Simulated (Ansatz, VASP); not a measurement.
**AgCl: VASP beside Ansatz**

The input INCAR:

```
ALGO = Normal
EDIFF = 1E-6
ENCUT = 520
GGA = PS
ISIF = 2
ISMEAR = 0
LASPH = True
LCHARG = False
LREAL = False
LWAVE = False
NBANDS = 16
NELM = 80
PREC = Accurate
SIGMA = 0.05
```

The input KPOINTS:

```
k-points
0
Gamma
  12 12 12
```

The input POSCAR:

```
AgCl
1.0
    0.0000000000      2.7350000000      2.7350000000
    2.7350000000      0.0000000000      2.7350000000
    2.7350000000      2.7350000000      0.0000000000
Ag Cl
1 1
Direct
    0.0000000000      0.0000000000      0.0000000000
    0.5000000000      0.5000000000      0.5000000000
```

Input for Ansatz:

```yaml
crystal:
  lattice:
    - [0.0, 2.735, 2.735]
    - [2.735, 0.0, 2.735]
    - [2.735, 2.735, 0.0]
  atoms:
    - { symbol: Ag, position: [0.0, 0.0, 0.0] }
    - { symbol: Cl, position: [0.5, 0.5, 0.5] }
basis:
  ecutwfc: 420
kpoints:
  mp_grid: { grid: [12, 12, 12] }
hamiltonian:
  xc: pbesol
scf:
  occupations: { method: gaussian, width: 0.05 }
output:
  forces: true
  eigenvalues: true
  eigenstates:
    nscf_kmesh: { grid: [34, 34, 34] }
    top_band: c6
    de_dk: true
    localisation: true
  stress: true
checkpoint:
  write: ck
  compress: false
  write_wavefunctions: false
  write_every: 100000
```

Alike in both runs: task single point; functional PBEsol; k mesh 12 × 12 × 12; occupations gaussian, width 0.05 eV; no spin polarisation.

```csv
,VASP,Ansatz
version,VASP 6.6.1,Ansatz 0.2.0
potentials or method,"VASP PAW PBE potentials, release 64 (Ag, Cl), cutoff 520 eV","scalar-relativistic, plane waves, PAW"
valence electrons in the cell,18,26
```

|  | VASP | Ansatz | Ansatz less VASP |
| --- | --- | --- | --- |
| gap on the k mesh at the Fermi level (eV) | 0.72 | 0.73 | +0.003 |
| pressure (GPa) | -0.8 | -0.7 | +0.10 |

VASP's potentials were made for PBE, not for PBEsol. VASP's potentials hold 18 valence electrons a cell and Ansatz's 26, so a difference there can come from the potentials and not from the codes.
